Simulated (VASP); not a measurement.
# NaC4 (P-31m) in VASP: single point with PBE

Aim: the single point of NaC4 with PBE.

All numbers are computed with VASP 6.6.1; they aren't measurements. Logs are shortened: lines on timing, memory, paths and dates and some standing lists are left out, and cuts for length are marked.

### Step 1. The cell of the first run

Symmetry: P-31m, No. 162, trigonal system. The conventional cell has a = 5.320 Å, b = 5.320 Å, c = 9.206 Å, α = 90.00°, β = 90.00°, γ = 120.00°. Na (site symmetry -3m) has 12 C at 2.69 to 3.07 Å within 3.5 Å. Within 2.7 Å of Na (site symmetry 32) lie 2 C at 2.04 Å. Within 2.4 Å of C (site symmetry 3) lie 3 C at 1.84 Å and 1 Na at 2.04 Å. Within 2.4 Å of C (site symmetry m) lie 2 C at 1.84 Å. C (site symmetry 32) has 11 C at 2.42 to 3.07 Å and 3 Na at 3.07 Å within 3.2 Å.

### Step 2. Single point, PBE

Contents of INCAR:

```
PREC = Accurate ; ENCUT = 520
EDIFF = 1E-7 ; ISMEAR = 0
SIGMA = 0.1 ; LREAL = Auto
LASPH = T ; NELM = 80
ALGO = Normal ; ISIF = 2
LWAVE = F ; LCHARG = F
GGA = PE ; NBANDS = 48
```

Contents of KPOINTS:

```
Automatic mesh
0
Gamma
  6 6 2
```

Contents of POSCAR:

```
NaC4
1.0
    5.3200391300      0.0000000000      0.0000000000
   -2.6600195700      4.6072890400      0.0000000000
    0.0000000000      0.0000000000      9.2056990600
Na C
3 12
Direct
    0.0000000000      0.0000000000      0.0000000000
    0.3333333300      0.6666666700      0.5000000000
    0.6666666700      0.3333333300      0.5000000000
    0.3333333300      0.6666666700      0.2779817600
    0.3333333300      0.6666666700      0.7220182400
    0.6666666700      0.3333333300      0.7220182400
    0.6666666700      0.3333333300      0.2779817600
    0.6187595900      0.0000000000      0.8081900200
    0.0000000000      0.6187595900      0.8081900200
    0.3812404100      0.3812404100      0.8081900200
    0.0000000000      0.3812404100      0.1918099800
    0.3812404100      0.0000000000      0.1918099800
    0.6187595900      0.6187595900      0.1918099800
    0.3333333300      0.6666666700      0.0000000000
    0.6666666700      0.3333333300      0.0000000000
```

Potentials or basis: VASP PAW PBE potentials, release 64 (Na_pv, C).

On the command line:

```bash
> cat potpaw_PBE.64/Na_pv/POTCAR potpaw_PBE.64/C/POTCAR > POTCAR
> mpirun -np 1 vasp_std > vasp.out
```

OUTCAR:

```text
PREC = Accurate
   ENCUT = 520
   EDIFF = 1E-7
   ISMEAR = 0
   LREAL = Auto
   LASPH = T
   NELM = 80
   ISIF = 2
   GGA = PE

 ion  position               nearest neighbor table
   1  0.000  0.000  0.000-
   2  0.333  0.667  0.500-   4 2.04   5 2.04
   3  0.667  0.333  0.500-   6 2.04   7 2.04
   4  0.333  0.667  0.278-  12 1.84  11 1.84  13 1.84   2 2.04
   5  0.333  0.667  0.722-   9 1.84   8 1.84  10 1.84   2 2.04
   6  0.667  0.333  0.722-   8 1.84   9 1.84  10 1.84   3 2.04
   7  0.667  0.333  0.278-  11 1.84  12 1.84  13 1.84   3 2.04
   8  0.619  0.000  0.808-   6 1.84   5 1.84
   9  0.000  0.619  0.808-   5 1.84   6 1.84
  10  0.381  0.381  0.808-   6 1.84   5 1.84
  11  0.000  0.381  0.192-   7 1.84   4 1.84
  12  0.381  0.000  0.192-   4 1.84   7 1.84
  13  0.619  0.619  0.192-   4 1.84   7 1.84
  14  0.333  0.667  0.000-
  15  0.667  0.333  0.000-

  LATTYP: Found a hexagonal cell.
 ALAT       =     5.3200391300
 C/A-ratio  =     1.7303818327

  Lattice vectors:

 A1 = (   5.3200391300,   0.0000000000,   0.0000000000)
 A2 = (  -2.6600195700,   4.6072890400,   0.0000000000)
 A3 = (   0.0000000000,   0.0000000000,   9.2056990600)

Analysis of symmetry for initial positions (statically):
=====================================================================
 Subroutine PRICEL returns:
 Original cell was already a primitive cell.

 Routine SETGRP: Setting up the symmetry group for a
 hexagonal supercell.

 Subroutine GETGRP returns: Found 12 space group operations
 (whereof 12 operations were pure point group operations)
 out of a pool of 24 trial point group operations.

The static configuration has the point symmetry D_3d.

Analysis of symmetry for dynamics (positions and initial velocities):
=====================================================================
 Subroutine PRICEL returns:
 Original cell was already a primitive cell.

 Routine SETGRP: Setting up the symmetry group for a
 hexagonal supercell.

 Subroutine GETGRP returns: Found 12 space group operations
 (whereof 12 operations were pure point group operations)
 out of a pool of 24 trial point group operations.

The dynamic configuration has the point symmetry D_3d.

 Subroutine INISYM returns: Found 12 space group operations
 (whereof 12 operations are pure point group operations),
 and found     1 'primitive' translations

----------------------------------------------------------------------------------------

                                     Primitive cell

  volume of cell :     225.6405

  direct lattice vectors                    reciprocal lattice vectors
     5.320039130  0.000000000  0.000000000     0.187968542  0.108523689  0.000000000
    -2.660019570  4.607289040  0.000000000     0.000000000  0.217047377  0.000000000
     0.000000000  0.000000000  9.205699060     0.000000000  0.000000000  0.108628361

  length of vectors
     5.320039130  5.320039136  9.205699060     0.217047377  0.217047377  0.108628361

  position of ions in fractional coordinates (direct lattice)
     0.000000000  0.000000000  0.000000000
     0.333333330  0.666666670  0.500000000
     0.666666670  0.333333330  0.500000000
     0.333333330  0.666666670  0.277981760
     0.333333330  0.666666670  0.722018240
     0.666666670  0.333333330  0.722018240
     0.666666670  0.333333330  0.277981760
     0.618759590  0.000000000  0.808190020
     1.000000000  0.618759590  0.808190020
     0.381240410  0.381240410  0.808190020
     1.000000000  0.381240410  0.191809980
     0.381240410  0.000000000  0.191809980
     0.618759590  0.618759590  0.191809980
     0.333333330  0.666666670  0.000000000
     0.666666670  0.333333330  0.000000000

  ion indices of the primitive-cell ions
   primitive index   ion index
                 1           1
                 2           2
                 3           3
                 4           4
                 5           5
                 6           6
                 7           7
                 8           8
                 9           9
                10          10
                11          11
                12          12
                13          13
                14          14
                15          15

----------------------------------------------------------------------------------------

 KPOINTS: Automatic mesh

Automatic generation of k-mesh.
 Grid dimensions read from file:
 generate k-points for:    6    6    2

 Generating k-lattice:

  Cartesian coordinates                     Fractional coordinates (reciprocal lattice)
     0.031328090  0.018087281  0.000000000     0.166666667  0.000000000  0.000000000
     0.000000000  0.036174563  0.000000000     0.000000000  0.166666667  0.000000000
     0.000000000  0.000000000  0.054314180     0.000000000  0.000000000  0.500000000

  Length of vectors
     0.036174563  0.036174563  0.054314180

  Shift w.r.t. Gamma in fractional coordinates (k-lattice)
     0.000000000  0.000000000  0.000000000

 Subroutine IBZKPT returns following result:
 ===========================================

 Found     14 irreducible k-points:

 Following reciprocal coordinates:
            Coordinates               Weight
  0.000000  0.000000  0.000000      1.000000
  0.166667 -0.000000  0.000000      6.000000
  0.333333  0.000000  0.000000      6.000000
  0.500000  0.000000  0.000000      3.000000
  0.166667  0.166667  0.000000      6.000000
  0.333333  0.166667  0.000000     12.000000
  0.333333  0.333333  0.000000      2.000000
  0.000000  0.000000  0.500000      1.000000
  0.166667 -0.000000  0.500000      6.000000
  0.333333  0.000000  0.500000      6.000000
  0.500000  0.000000  0.500000      3.000000
  0.166667  0.166667  0.500000      6.000000
  0.333333  0.166667  0.500000     12.000000
  0.333333  0.333333  0.500000      2.000000
   k-points           NKPTS =     14   k-points in BZ     NKDIM =     14   number of bands    NBANDS=     48
   number of dos      NEDOS =    301   number of ions     NIONS =     15
   total plane-waves  NPLWV = 112000
   dimension x,y,z NGX =    40 NGY =   40 NGZ =   70
   dimension x,y,z NGXF=    80 NGYF=   80 NGZF=  140
   ions per type =               3  12
   NGX,Y,Z   is equivalent  to a cutoff of  12.50, 12.50, 12.64 a.u.
   NGXF,Y,Z  is equivalent  to a cutoff of  25.00, 25.00, 25.28 a.u.
 SYSTEM =  unknown system
   PREC   = accura    normal or accurate (medium, high low for compatibility)
   ISTART =      0    job   : 0-new  1-cont  2-samecut
   ICHARG =      2    charge: 1-file 2-atom 10-const
   ISPIN  =      1    spin polarized calculation?
   LNONCOLLINEAR =      F non collinear calculations
   LSORBIT =      F    spin-orbit coupling
   LASPH  =      T    aspherical Exc in radial PAW
   ENCUT  =  520.0 eV  38.22 Ry    6.18 a.u.   9.89  9.89 17.12*2*pi/ulx,y,z
   NELM   =     80;   NELMIN=  2; NELMDL= -5     # of ELM steps
   EDIFF  = 0.1E-06   stopping-criterion for ELM
   LREAL  =      T    real-space projection
   EDIFFG = 0.1E-05   stopping-criterion for IOM
   NSW    =      0    number of steps for IOM
   IBRION =     -1    ionic relax: 0-MD 1-quasi-New 2-CG
   NFREE  =      0    steps in history (QN), initial steepest desc. (CG)
   ISIF   =      2    stress and relaxation
   ISYM   =      2    0-nonsym 1-usesym 2-fastsym
   POTIM  = 0.5000    time-step for ionic-motion
   TEBEG  =    0.0;   TEEND  =   0.0 temperature during run
   PSTRESS=    0.0 pullay stress
   NELECT =      69.0000    total number of electrons
   NUPDOWN=      -1.0000    fix difference up-down
   EMIN   =  10.00;   EMAX   =-10.00  energy-range for DOS
   EFERMI =   0.00;   METHOD = LEGACY
   ISMEAR =     0;   SIGMA  =   0.10  broadening in eV -4-tet -1-fermi 0-gaus
   EFERMI_NEDOS =   21; number of points for ismear=-14 and -15
   IALGO  =     38    algorithm
   IMIX   =      4    mixing-type and parameters
     AMIX     =   0.40;   BMIX     =  1.00
     AMIX_MAG =   1.60;   BMIX_MAG =  1.00
  volume/ion in A,a.u.               =      15.04       101.51
  Fermi-wavevector in a.u.,A,eV,Ry     =   1.102941  2.084256 16.551191  1.216478
  Thomas-Fermi vector in A             =   2.239391
   LORBIT       =      0    0 simple, 1 ext, 2 COOP (PROOUT), +10 PAW based schemes
   GGA     = PE    functional components
   LHFCALC =     F    Hartree Fock is set to
   AEXX    =    0.0000 exact exchange contribution
   IVDW    =     0    specifies the selected vdW correction
   LEPSILON=     F    determine dielectric tensor
   LRPA    =     F    only Hartree local field effects (RPA)
 non-spin polarized calculation
 Gauss-broadening in eV      SIGMA  =   0.10
  energy-cutoff  :      520.00
  volume of cell :      225.64
 maximum number of plane-waves:      6120
 NGX is ok and might be reduce to    40
   NGX = 19   NGY = 19   NGZ = 35

 number of electron      69.0000009 magnetization

 Free energy of the ion-electron system (eV)
  ---------------------------------------------------
  ext. energy  EPLUGINS =         0.00000000
  ---------------------------------------------------
  free energy    TOTEN  =       -70.91771282 eV

  energy without entropy =      -70.87121590  energy(sigma->0) =      -70.89446436

 E-fermi :   1.2299     XC(G=0):  -8.6201

 val. band max:        1.1971631928   @ k =   0.1667   0.1667   0.0000
 cond. band min:       1.2349436784   @ k =   0.3333   0.3333   0.0000
 fundamental gap:      0.0377804856
 Fermi energy:         1.2299202168

 k-point     1 :       0.0000    0.0000    0.0000
  band No.  band energies     occupation
      1     -22.7957      2.00000
      2     -22.7957      2.00000
      3     -22.7153      2.00000
      4     -22.7153      2.00000
      5     -22.7073      2.00000
      6     -22.6795      2.00000
[... 675 lines left out ...]
     45       4.5073      0.00000
     46       4.7918      0.00000
 [bands above 46 left out]

------------------------ aborting loop because EDIFF is reached ----------------------------------------

  FORCE on cell =-STRESS in cart. coord.  units (eV):
  Direction    XX          YY          ZZ          XY          YZ          ZX
  --------------------------------------------------------------------------------------
  -------------------------------------------------------------------------------------
  Total      -35.5599329    -35.5599330     -8.9880891      0.0000000      0.0000000      0.0000000
  in kB     -252.4959733   -252.4959737    -63.8206012      0.0000003      0.0000000      0.0000000
  external PRESSURE =    -189.6041827 kB  Pullay stress =       0.0000000 kB

 VOLUME and BASIS-vectors are now :
 -----------------------------------------------------------------------------
  energy-cutoff  :      520.00
  volume of cell :      225.64
      direct lattice vectors                 reciprocal lattice vectors
     5.320039130  0.000000000  0.000000000     0.187968542  0.108523689  0.000000000
    -2.660019570  4.607289040  0.000000000     0.000000000  0.217047377  0.000000000
     0.000000000  0.000000000  9.205699060     0.000000000  0.000000000  0.108628361

 POSITION                                       TOTAL-FORCE (eV/Angst)
 -----------------------------------------------------------------------------------
      0.00000      0.00000      0.00000        -0.000000      0.000000     -0.000000
     -0.00000      3.07153      4.60285        -0.000000     -0.000000     -0.000000
      2.66002      1.53576      4.60285        -0.000000      0.000000     -0.000000
     -0.00000      3.07153      2.55902        -0.000000      0.000000     -7.036291
     -0.00000      3.07153      6.64668        -0.000000      0.000000      7.036291
      2.66002      1.53576      6.64668        -0.000000      0.000000      7.036291
      2.66002      1.53576      2.55902        -0.000000      0.000000     -7.036291
      3.29183      0.00000      7.43995        -2.026483      0.000000     -2.095018
     -1.64591      2.85080      7.43995         1.013241     -1.754985     -2.095018
      1.01411      1.75648      7.43995         1.013241      1.754985     -2.095018
     -1.01411      1.75648      1.76574        -1.013241      1.754985      2.095018
      2.02821      0.00000      1.76574         2.026483     -0.000000      2.095018
      1.64591      2.85080      1.76574        -1.013241     -1.754985      2.095018
     -0.00000      3.07153      0.00000        -0.000000      0.000000     -0.000000
      2.66002      1.53576      0.00000        -0.000000     -0.000000     -0.000000
 -----------------------------------------------------------------------------------
    total drift:                                0.000000     -0.000000      0.000000

  FREE ENERGIE OF THE ION-ELECTRON SYSTEM (eV)
  ---------------------------------------------------
  free  energy   TOTEN  =       -70.9177128189 eV

  energy  without entropy=      -70.8712159040  energy(sigma->0) =      -70.89446436
```

Run time: 2.1 min. Hardware: 1 thread of Intel Xeon 6975P-C (Granite Rapids), shared host; peak memory 0.33 GiB.

What came out:

```yaml
Free_energy: -70.9177 eV
Pressure: -19.0 GPa
Largest_force: 7.036 eV/Å
```

Forces on the atoms (eV/Å):
```
Na   0.000  0.000  0.000
Na   0.000  0.000  0.000
Na   0.000  0.000  0.000
C    0.000  0.000 -7.036
C    0.000  0.000  7.036
C    0.000  0.000  7.036
C    0.000  0.000 -7.036
C   -2.026  0.000 -2.095
C    1.013 -1.755 -2.095
C    1.013  1.755 -2.095
C   -1.013  1.755  2.095
C    2.026  0.000  2.095
C   -1.013 -1.755  2.095
C    0.000  0.000  0.000
C    0.000  0.000  0.000
```

Caveat: forces of over 1 eV/Å act on the atoms, so gaps and moduli don't describe the material at rest.
